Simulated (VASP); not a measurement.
# S (R-3m) in VASP: further runs

Runs on S. Level: PBE. Tasks: single point.

All numbers are computed with VASP 6.6.1; they aren't measurements. Logs are shortened: lines on timing, memory, paths and dates and some standing lists are left out, and cuts for length are marked.

### 1 The cell of the first run

The structure is trigonal, space group R-3m (No. 166). Conventional cell: a = 3.169 Å, b = 3.169 Å, c = 4.636 Å, α = 90.00°, β = 90.00°, γ = 120.00°. Within 3.2 Å of S (site symmetry -3m) lie 12 S at 2.39 to 3.17 Å.

### 2 Single point, PBE

Input file INCAR:

```
  PREC = Accurate
  ENCUT = 520
  EDIFF = 1E-6
  ISMEAR = -1
  SIGMA = 0.1
  LREAL = False
  LASPH = True
  NELM = 60
  ALGO = Normal
  ISIF = 2
  LWAVE = False
  LCHARG = True
  GGA = PE
  LELF = True
  LVHAR = True
  NBANDS = 13
```

Input file KPOINTS:

```
Automatic mesh
0
Gamma
  14 14 14
```

Input file POSCAR:

```
S
1.0
    1.5843798946     -0.9147421586      3.0908011186
    0.0000000000      1.8294843172      3.0908011186
   -1.5843798946     -0.9147421586      3.0908011186
S
2
Direct
    0.2499999887      0.2499999887      0.2499999887
   -0.2499999887     -0.2499999887     -0.2499999887
```

Potentials or basis: VASP PAW PBE potentials, release 64 (S).

Launch:

```console
> cat potpaw_PBE.64/S/POTCAR > POTCAR
> mpirun -np 1 vasp_std > vasp.out
```

OUTCAR:

```text
PREC = Accurate
   ENCUT = 520
   EDIFF = 1E-6
   ISMEAR = -1
   LREAL = False
   LASPH = True
   NELM = 60
   ISIF = 2
   GGA = PE

 ion  position               nearest neighbor table
   1  0.250  0.250  0.250-   2 2.39   2 2.39   2 2.39   2 2.39   2 2.39   2 2.39
   2  0.750  0.750  0.750-   1 2.39   1 2.39   1 2.39   1 2.39   1 2.39   1 2.39

  LATTYP: Found a trigonal (rhomboedric) cell.
 ALAT       =     3.5916659674
 COS(alpha) =     0.6108144009

  Lattice vectors:

 A1 = (   1.5843798946,  -0.9147421586,   3.0908011186)
 A2 = (   0.0000000000,   1.8294843172,   3.0908011186)
 A3 = (  -1.5843798946,  -0.9147421586,   3.0908011186)

Analysis of symmetry for initial positions (statically):
=====================================================================
 Subroutine PRICEL returns following result:

  LATTYP: Found a trigonal (rhomboedric) cell.
 ALAT       =     2.3948434413
 COS(alpha) =     0.1246245026

  Lattice vectors:

 A1 = (  -1.5843798946,  -0.9147421586,  -1.5454003497)
 A2 = (   0.0000000000,   1.8294843172,  -1.5454003497)
 A3 = (   1.5843798946,  -0.9147421586,  -1.5454007689)

   2 primitive cells build up your supercell.

 Routine SETGRP: Setting up the symmetry group for a
 trigonal (rhombohedral) supercell.

 Subroutine GETGRP returns: Found 12 space group operations
 (whereof 12 operations were pure point group operations)
 out of a pool of 12 trial point group operations.

The static configuration has the point symmetry D_3d.

Analysis of symmetry for dynamics (positions and initial velocities):
=====================================================================
 Subroutine PRICEL returns following result:

  LATTYP: Found a trigonal (rhomboedric) cell.
 ALAT       =     2.3948434413
 COS(alpha) =     0.1246245026

  Lattice vectors:

 A1 = (  -1.5843798946,  -0.9147421586,  -1.5454003497)
 A2 = (   0.0000000000,   1.8294843172,  -1.5454003497)
 A3 = (   1.5843798946,  -0.9147421586,  -1.5454007689)

   2 primitive cells build up your supercell.

 Routine SETGRP: Setting up the symmetry group for a
 trigonal (rhombohedral) supercell.

 Subroutine GETGRP returns: Found 12 space group operations
 (whereof 12 operations were pure point group operations)
 out of a pool of 12 trial point group operations.

The dynamic configuration has the point symmetry D_3d.

 Subroutine INISYM returns: Found 12 space group operations
 (whereof 12 operations are pure point group operations),
 and found     2 'primitive' translations

----------------------------------------------------------------------------------------

                                     Primitive cell

  volume of cell :      13.4385

  direct lattice vectors                    reciprocal lattice vectors
    -1.584379895 -0.914742159 -1.545400350    -0.315580908 -0.182200689 -0.215693819
     0.000000000  1.829484317 -1.545400350    -0.000000029  0.364401428 -0.215693819
     1.584379895 -0.914742159 -1.545400769     0.315580851 -0.182200689 -0.215693819

  length of vectors
     2.394843441  2.394843441  2.394843712     0.423452741  0.423452741  0.423452699

  position of ions in fractional coordinates (direct lattice)
     0.500000000  0.500000000  0.500000000

  ion indices of the primitive-cell ions
   primitive index   ion index
                 1           1

----------------------------------------------------------------------------------------

 KPOINTS: Automatic mesh

Automatic generation of k-mesh.
 Grid dimensions read from file:
 generate k-points for:   14   14   14

 Generating k-lattice:

  Cartesian coordinates                     Fractional coordinates (reciprocal lattice)
     0.022541491 -0.013014336  0.007703350     0.071428571  0.000000000  0.000000000
     0.000000000  0.026028672  0.007703350     0.000000000  0.071428571  0.000000000
    -0.022541491 -0.013014336  0.007703350     0.000000000  0.000000000  0.071428571

  Length of vectors
     0.027144675  0.027144675  0.027144675

  Shift w.r.t. Gamma in fractional coordinates (k-lattice)
     0.000000000  0.000000000  0.000000000

 Subroutine IBZKPT returns following result:
 ===========================================

 Found    288 irreducible k-points:

 Following reciprocal coordinates:
            Coordinates               Weight
  0.000000  0.000000  0.000000      1.000000
  0.071429  0.000000  0.000000      6.000000
  0.142857  0.000000  0.000000      6.000000
  0.214286  0.000000  0.000000      6.000000
  0.285714 -0.000000 -0.000000      6.000000
  0.357143  0.000000  0.000000      6.000000
[... 16 lines left out ...]
  0.214286  0.142857  0.000000     12.000000
  0.285714  0.142857  0.000000     12.000000
 [... further k-points ...]
   k-points           NKPTS =    288   k-points in BZ     NKDIM =    288   number of bands    NBANDS=     13
   number of dos      NEDOS =    301   number of ions     NIONS =      2
   total plane-waves  NPLWV =  21952
   dimension x,y,z NGX =    28 NGY =   28 NGZ =   28
   dimension x,y,z NGXF=    56 NGYF=   56 NGZF=   56
   ions per type =               2
   NGX,Y,Z   is equivalent  to a cutoff of  12.96, 12.96, 12.96 a.u.
   NGXF,Y,Z  is equivalent  to a cutoff of  25.92, 25.92, 25.92 a.u.
 SYSTEM =  unknown system
   PREC   = accura    normal or accurate (medium, high low for compatibility)
   ISTART =      0    job   : 0-new  1-cont  2-samecut
   ICHARG =      2    charge: 1-file 2-atom 10-const
   ISPIN  =      1    spin polarized calculation?
   LNONCOLLINEAR =      F non collinear calculations
   LSORBIT =      F    spin-orbit coupling
   LASPH  =      T    aspherical Exc in radial PAW
   ENCUT  =  520.0 eV  38.22 Ry    6.18 a.u.   6.68  6.68  6.68*2*pi/ulx,y,z
   NELM   =     60;   NELMIN=  2; NELMDL= -5     # of ELM steps
   EDIFF  = 0.1E-05   stopping-criterion for ELM
   LREAL  =      F    real-space projection
   EDIFFG = 0.1E-04   stopping-criterion for IOM
   NSW    =      0    number of steps for IOM
   IBRION =     -1    ionic relax: 0-MD 1-quasi-New 2-CG
   NFREE  =      0    steps in history (QN), initial steepest desc. (CG)
   ISIF   =      2    stress and relaxation
   ISYM   =      2    0-nonsym 1-usesym 2-fastsym
   POTIM  = 0.5000    time-step for ionic-motion
   TEBEG  =    0.0;   TEEND  =   0.0 temperature during run
   PSTRESS=    0.0 pullay stress
   NELECT =      12.0000    total number of electrons
   NUPDOWN=      -1.0000    fix difference up-down
   EMIN   =  10.00;   EMAX   =-10.00  energy-range for DOS
   EFERMI =   0.00;   METHOD = LEGACY
   ISMEAR =    -1;   SIGMA  =   0.10  broadening in eV -4-tet -1-fermi 0-gaus
   EFERMI_NEDOS =   21; number of points for ismear=-14 and -15
   IALGO  =     38    algorithm
   IMIX   =      4    mixing-type and parameters
     AMIX     =   0.40;   BMIX     =  1.00
     AMIX_MAG =   1.60;   BMIX_MAG =  1.00
  volume/ion in A,a.u.               =      13.44        90.69
  Fermi-wavevector in a.u.,A,eV,Ry     =   1.251243  2.364507 21.301418  1.565610
  Thomas-Fermi vector in A             =   2.385200
   LORBIT       =      0    0 simple, 1 ext, 2 COOP (PROOUT), +10 PAW based schemes
   GGA     = PE    functional components
   LHFCALC =     F    Hartree Fock is set to
   AEXX    =    0.0000 exact exchange contribution
   IVDW    =     0    specifies the selected vdW correction
   LEPSILON=     F    determine dielectric tensor
   LRPA    =     F    only Hartree local field effects (RPA)
 non-spin polarized calculation
  energy-cutoff  :      520.00
  volume of cell :       26.88
 maximum number of plane-waves:       738
   NGX = 13   NGY = 13   NGZ = 13

 number of electron      12.0000001 magnetization

 Free energy of the ion-electron system (eV)
  ---------------------------------------------------
  ext. energy  EPLUGINS =         0.00000000
  ---------------------------------------------------
  free energy    TOTEN  =        -6.41969557 eV

  energy without entropy =       -6.39451375  energy(sigma->0) =       -6.40710466

 E-fermi :  10.8525     XC(G=0): -11.7725

 val. band max:       10.8509696495   @ k =   0.5000   0.4286   0.2857
 cond. band min:      10.8659597091   @ k =  -0.2143   0.2143   0.2143
 fundamental gap:      0.0149900596
 Fermi energy:        10.8524731083

 k-point     1 :       0.0000    0.0000    0.0000
  band No.  band energies     occupation
      1      -8.8581      2.00000
      2       3.0672      2.00000
      3       4.1266      2.00000
      4       7.2142      2.00000
      5       7.2142      2.00000
      6      12.6858      0.00000
      7      12.6858      0.00000
      8      13.9725      0.00000
      9      14.3346      0.00000
     10      16.5389      0.00000
     11      16.5389      0.00000
     12      17.6738      0.00000
     13      17.6738      0.00000

 k-point     2 :       0.0714    0.0000    0.0000
  band No.  band energies     occupation
      1      -8.7641      2.00000
      2       2.6934      2.00000
      3       4.3317      2.00000
      4       7.1081      2.00000
      5       7.1839      2.00000
      6      12.2835      0.00000
      7      12.3779      0.00000
      8      13.4022      0.00000
      9      14.6579      0.00000
     10      16.4247      0.00000
     11      16.7632      0.00000
     12      18.2319      0.00000
     13      18.4755      0.00000

 k-point     3 :       0.1429    0.0000    0.0000
  band No.  band energies     occupation
      1      -8.4830      2.00000
      2       1.8648      2.00000
      3       4.6081      2.00000
      4       6.9809      2.00000
      5       7.1121      2.00000
      6      11.4081      0.00770
      7      11.4579      0.00468
      8      12.5000      0.00000
      9      15.3273      0.00000
     10      16.4643      0.00000
     11      17.4162      0.00000
     12      19.5713      0.00000
     13      20.1394      0.00000
[... 305 lines left out ...]
 k-point    23 :       0.2143    0.1429    0.0000
  band No.  band energies     occupation
      1      -8.0694      2.00000
      2       0.8615      2.00000
      3       4.3624      2.00000
      4       6.2072      2.00000
      5       8.1070      2.00000
      6       8.8678      2.00000
      7      12.6323      0.00000
      8      13.5427      0.00000
      9      14.5709      0.00000
     10      17.4523      0.00000
     11      18.8957      0.00000
     12      19.2325      0.00000
     13      21.8690      0.00000

 k-point    24 :       0.2857    0.1429    0.0000
  band No.  band energies     occupation
      1      -7.5655      2.00000
      2       0.0607      2.00000
      3       4.0792      2.00000
      4       5.9879      2.00000
      5       7.0437      2.00000
      6       9.5613      2.00000
      7      11.7226      0.00033
      8      12.9690      0.00000
      9      15.1935      0.00000
     10      17.9292      0.00000
     11      20.4811      0.00000
     12      20.6288      0.00000
     13      23.3531      0.00000

 [... further k-points ...]

------------------------ aborting loop because EDIFF is reached ----------------------------------------

  FORCE on cell =-STRESS in cart. coord.  units (eV):
  Direction    XX          YY          ZZ          XY          YZ          ZX
  --------------------------------------------------------------------------------------
  -------------------------------------------------------------------------------------
  Total        4.9762743      4.9762743      4.9747265     -0.0000000     -0.0000000      0.0000000
  in kB      296.6433147    296.6433147    296.5510455     -0.0000000     -0.0000000      0.0000000
  external PRESSURE =     296.6125583 kB  Pullay stress =       0.0000000 kB

 VOLUME and BASIS-vectors are now :
 -----------------------------------------------------------------------------
  energy-cutoff  :      520.00
  volume of cell :       26.88
      direct lattice vectors                 reciprocal lattice vectors
     1.584379895 -0.914742159  3.090801119     0.315580879 -0.182200706  0.107846905
     0.000000000  1.829484317  3.090801119     0.000000000  0.364401411  0.107846905
    -1.584379895 -0.914742159  3.090801119    -0.315580879 -0.182200706  0.107846905

 POSITION                                       TOTAL-FORCE (eV/Angst)
 -----------------------------------------------------------------------------------
      0.00000      0.00000      2.31810         0.000000      0.000000     -0.000000
      0.00000      0.00000      6.95430         0.000000      0.000000      0.000000
 -----------------------------------------------------------------------------------
    total drift:                                0.000000      0.000000     -0.000000

  FREE ENERGIE OF THE ION-ELECTRON SYSTEM (eV)
  ---------------------------------------------------
  free  energy   TOTEN  =        -6.4196955741 eV

  energy  without entropy=       -6.3945137526  energy(sigma->0) =       -6.40710466
```

Wall time 4.2 min (1 thread of AMD EPYC 7R13, shared host); peak memory 0.17 GiB.

What came out:

```
Free energy            : -6.4197 eV
Pressure               : 29.7 GPa
Band gap on the k mesh : zero (band 6 reaches 13.37 eV, above the bottom of band 7 at 8.33 eV)
```

### 3 Single point, PBE

Input file INCAR:

```
SYSTEM = S
  ALGO = Normal
  EDIFF = 1E-7
  ENCUT = 520
  GGA = PE
  ISIF = 2
  ISMEAR = -1
  LASPH = .True.
  LCHARG = .False.
  LREAL = .False.
  LWAVE = .False.
  NBANDS = 13
  NELM = 100
  PREC = Accurate
  SIGMA = 0.1
```

Input file KPOINTS:

```
k-points
0
Gamma
  14 14 14
  0 0 0
```

Input file POSCAR:

```
S
1.0
    1.5845160954     -0.9148207942      3.0911541256
    0.0000000000      1.8296415885      3.0911541256
   -1.5845160954     -0.9148207942      3.0911541256
S
2
Direct
    0.2500000000      0.2500000000      0.2500000000
   -0.2500000000     -0.2500000000     -0.2500000000
```

Potentials or basis: VASP PAW PBE potentials, release 64 (S).

Launch:

```console
> cat potpaw_PBE.64/S/POTCAR > POTCAR
> mpirun -np 1 vasp_std > vasp.out
```

Wall time 4.6 min (1 thread of AMD EPYC 7R13, shared host); peak memory 0.17 GiB.

It converged, with:

```yaml
Free_energy: -6.4211 eV
Pressure: 29.6 GPa
Band_gap_on_the_k_mesh: zero (band 6 reaches 13.36 eV, above the bottom of band 7 at 8.32 eV)
```

Levels at points of the mesh, in eV from the Fermi level:
| k point | band 2 | band 3 | band 4 | band 5 | band 6 | band 7 | band 8 | band 9 | band 10 | band 11 |
| --- | --- | --- | --- | --- | --- | --- | --- | --- | --- | --- |
| (0.00, 0.00, 0.00) | -7.79 | -6.72 | -3.64 | -3.64 | 1.83 | 1.83 | 3.12 | 3.48 | 5.69 | 5.69 |
| (0.50, 0.00, 0.00) | -15.30 | -4.63 | -4.63 | -3.21 | -3.21 | -1.99 | -1.99 | 8.28 | 8.28 | 13.82 |
| (0.50, 0.50, 0.00) | -11.79 | -10.53 | -8.32 | -6.38 | 1.04 | 3.65 | 4.41 | 5.42 | 8.65 | 12.28 |
| (0.50, 0.50, 0.50) | -16.33 | -2.38 | -2.38 | -2.38 | -2.38 | -0.04 | -0.04 | 9.18 | 9.18 | 11.31 |
